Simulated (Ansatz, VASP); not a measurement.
**TaN in VASP and in Ansatz**

```xyz
2
Lattice="0.0000 2.1935 2.1935 2.1935 0.0000 2.1935 2.1935 2.1935 0.0000" Properties=species:S:1:pos:R:3 pbc="T T T"
Ta    0.0000    0.0000    0.0000
N     2.1935    2.1935    2.1935
```

Alike in both runs: functional r2SCAN; dispersion rVV10; k mesh 16 × 16 × 16; occupations gaussian, width 0.1 eV; no spin polarisation.

Ansatz relaxed the structure, and its values are those at the end. VASP's run is a single point on that final structure, the one shown.

```csv
,VASP,Ansatz
version,VASP 6.6.1,Ansatz 0.2.0
potentials or method,"VASP PAW PBE potentials, release 64 (Ta_pv, N), cutoff 660 eV","scalar-relativistic, plane waves, PAW"
valence electrons in the cell,16,18
```

Ansatz gave:

```
gap on the k mesh at the Fermi level (eV) : none
pressure (GPa)                            : 0.0
```

**Question.** Estimate VASP's values.

**Answer.** gap on the k mesh at the Fermi level (eV): none; pressure (GPa): 2.8.

VASP's potentials were made for PBE, not for r2SCAN. A gap of «none» marks a metal or a gap that the smearing closes. VASP's potentials hold 16 valence electrons a cell and Ansatz's 18, so a difference there can come from the potentials and not from the codes.

Spin-orbit coupling is off throughout.
